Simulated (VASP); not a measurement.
# SrO (P6_3/mmc) in VASP: notebook, part 2 of 2

VASP 6.6.1. The steps go on from the part before.

## (3) Single point, PBE (20.03 Å³/atom)

This run uses another cell than the first one, of 20.03 Å³/atom.

File INCAR:

```
PREC = Accurate
ENCUT = 520
EDIFF = 1E-7
ISMEAR = 0
SIGMA = 0.01
LREAL = F
LASPH = T
NELM = 80
ALGO = Normal
ISIF = 2
LWAVE = F
LCHARG = T
GGA = PE
LELF = T
LVHAR = T
NBANDS = 24
```

File KPOINTS:

```
regular mesh
0
Gamma
  6 6 4
```

File POSCAR:

```
SrO
1.0
    4.2462383516      0.0000000000      0.0000000000
   -2.1231191758      3.6773502830      0.0000000000
    0.0000000000      0.0000000000      5.1308399859
Sr O
2 2
Direct
    0.3333333333      0.6666666667      0.9375089398
    0.6666666667      0.3333333333      0.4375089398
    0.3333333333      0.6666666667      0.4374910602
    0.6666666667      0.3333333333      0.9374910602
```

Potentials or basis: VASP PAW PBE potentials, release 64 (Sr_sv, O).

Launch:

```bash
> cat potpaw_PBE.64/Sr_sv/POTCAR potpaw_PBE.64/O/POTCAR > POTCAR
> mpirun -np 1 vasp_std > vasp.out
```

OUTCAR:

```text
PREC = Accurate
   ENCUT = 520
   EDIFF = 1E-7
   ISMEAR = 0
   LREAL = F
   LASPH = T
   NELM = 80
   ISIF = 2
   GGA = PE

 ion  position               nearest neighbor table
   1  0.333  0.667  0.938-   4 2.45   4 2.45   4 2.45   3 2.57   3 2.57   2 3.55   2 3.55   2 3.55
                             2 3.55   2 3.55   2 3.55
   2  0.667  0.333  0.438-   3 2.45   3 2.45   3 2.45   4 2.57   4 2.57   1 3.55   1 3.55   1 3.55
                             1 3.55   1 3.55   1 3.55
   3  0.333  0.667  0.437-   2 2.45   2 2.45   2 2.45   1 2.57   1 2.57
[... 767 lines left out ...]
  --------------------------------------------------------------------------------------
  -------------------------------------------------------------------------------------
  Total        1.3612132      1.3612132      1.4775527     -0.0000000     -0.0000000     -0.0000000
  in kB       27.2213030     27.2213030     29.5478397     -0.0000000     -0.0000000     -0.0000000
  external PRESSURE =      27.9968152 kB  Pullay stress =       0.0000000 kB

 VOLUME and BASIS-vectors are now :
 -----------------------------------------------------------------------------
  energy-cutoff  :      520.00
  volume of cell :       80.12
      direct lattice vectors                 reciprocal lattice vectors
     4.246238352  0.000000000  0.000000000     0.235502559  0.135967466  0.000000000
    -2.123119176  3.677350283  0.000000000     0.000000000  0.271934932  0.000000000
     0.000000000  0.000000000  5.130839986     0.000000000  0.000000000  0.194899861

 POSITION                                       TOTAL-FORCE (eV/Angst)
 -----------------------------------------------------------------------------------
     -0.00000      2.45157      4.81021        -0.000000      0.000000     -0.000216
      2.12312      1.22578      2.24479         0.000000     -0.000000     -0.000216
     -0.00000      2.45157      2.24470        -0.000000      0.000000      0.000216
      2.12312      1.22578      4.81012         0.000000     -0.000000      0.000216
 -----------------------------------------------------------------------------------
    total drift:                               -0.000000      0.000000      0.000008

  FREE ENERGIE OF THE ION-ELECTRON SYSTEM (eV)
  ---------------------------------------------------
  free  energy   TOTEN  =       -23.8784032276 eV

  energy  without entropy=      -23.8784032276  energy(sigma->0) =      -23.87840323
```

stdout:

```text
POSCAR found type information on POSCAR SrO
 POSCAR found :  2 types and       4 ions
 scaLAPACK will be used
 LDA part: xc-table for (Slater+PW92), standard interpolation
 POSCAR, INCAR and KPOINTS ok, starting setup
 FFT: planning ... GRIDC
 FFT: planning ... GRID_SOFT
 FFT: planning ... GRID
 WAVECAR not read
 entering main loop
```

Run time: 52 s. Hardware: 1 thread of Intel Xeon 8259CL, shared host; peak memory 0.21 GiB.

Results:

| Quantity | Value |
| --- | --- |
| Free energy | -23.8784 eV |
| Pressure | 2.8 GPa |
| Band gap on the k mesh | 2.69 eV |

## (4) Single point, PBE

This run uses another cell than the first one, of 20.65 Å³/atom.

File INCAR:

```
PREC = Accurate
ENCUT = 520
EDIFF = 1E-6
ISMEAR = 0
SIGMA = 0.01
LREAL = False
LASPH = True
NELM = 100
ALGO = Normal
ISIF = 2
LWAVE = False
LCHARG = False
GGA = PE
NBANDS = 24
```

KPOINTS is that of step 3.

File POSCAR:

```
SrO
1.0
    4.2895703072      0.0000000000      0.0000000000
   -2.1447851536      3.7148768573      0.0000000000
    0.0000000000      0.0000000000      5.1831991123
Sr O
2 2
Direct
    0.3333333333      0.6666666667      0.9375089398
    0.6666666667      0.3333333333      0.4375089398
    0.3333333333      0.6666666667      0.4374910602
    0.6666666667      0.3333333333      0.9374910602
```

Launch:

```bash
> cat potpaw_PBE.64/Sr_sv/POTCAR potpaw_PBE.64/O/POTCAR > POTCAR
> mpirun -np 1 vasp_std > vasp.out
```

Wall time 50 s (1 thread of Intel Xeon 8259CL, shared host); peak memory 0.21 GiB.

Results (log left out):

```yaml
Free_energy: -23.9048 eV
Pressure: 0.5 GPa
Band_gap_on_the_k_mesh: 2.60 eV
```

Levels at points of the mesh, in eV from the valence-band top:
```tsv
k point	band 14	band 15	band 16	band 17	band 18	band 19
(0.00, 0.00, 0.00)	-0.88	-0.36	0.00	2.60	6.09	6.09
(0.50, 0.00, 0.00)	-0.37	-0.34	-0.26	4.28	4.81	5.05
(0.00, 0.00, 0.50)	-1.07	-1.07	-1.07	4.29	4.29	7.78
(0.50, 0.00, 0.50)	-0.88	-0.43	-0.43	4.90	4.90	7.32
```

## (5) Summary

```tsv
cell	gap on the mesh (eV)	pressure (GPa)
a = 4.202, b = 4.202, c = 5.077 Å, angles 90.0, 90.0, 120.0°, 4 atoms	2.79	5.5
a = 4.246, b = 4.246, c = 5.131 Å, angles 90.0, 90.0, 120.0°, 4 atoms	2.69	2.8
a = 4.290, b = 4.290, c = 5.183 Å, angles 90.0, 90.0, 120.0°, 4 atoms	2.60	0.5
```

Alike in all rows: task single point; level PBE; potentials or basis VASP PAW PBE potentials, release 64 (Sr_sv, O); no spin polarisation; k mesh 6 × 6 × 4; cutoff (eV) 520; smearing gaussian 0.01 eV.

Caveats: the cell stands under pressure (at least some runs).

Absolute energies hang on the potentials; compare differences alone.
